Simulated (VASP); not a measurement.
Runs of VASP 6.6.1 on Si2W. The structure is tetragonal, space group I4/mmm (No. 139). Conventional cell: a = 3.214 Å, b = 3.214 Å, c = 7.830 Å, α = 90.00°, β = 90.00°, γ = 90.00°. Within 3.4 Å of Si (site symmetry 4mm) lie 9 Si at 2.59 to 3.21 Å and 5 W at 2.62 Å. W (site symmetry 4/mmm) has 10 Si at 2.62 Å and 4 W at 3.21 Å within 3.4 Å. 

```tsv
smearing	gap on the mesh (eV)	pressure (GPa)	largest force (eV/Å)
methfessel-paxton 0.05 eV	none	3.3	0.09
methfessel-paxton 0.2 eV	none	(a)	0.08
methfessel-paxton 0.3 eV	none	3.3	0.07
methfessel-paxton 0.1 eV	none	3.3	0.08
```

Alike in all rows: task single point; level PBE; potentials or basis VASP PAW PBE potentials, release 64 (Si, W_sv); no spin polarisation; cell as given; k mesh 12 × 12 × 12; cutoff (eV) 520.

Q: Fill in the values left out.

A: (a) 3.4.

Caveats: spin-orbit coupling is left out, which moves the levels of the heavy elements.

A k mesh can miss the band edges, and the runs leave out spin-orbit coupling on W.

A gap of «none» marks levels without a gap at the run's occupations.
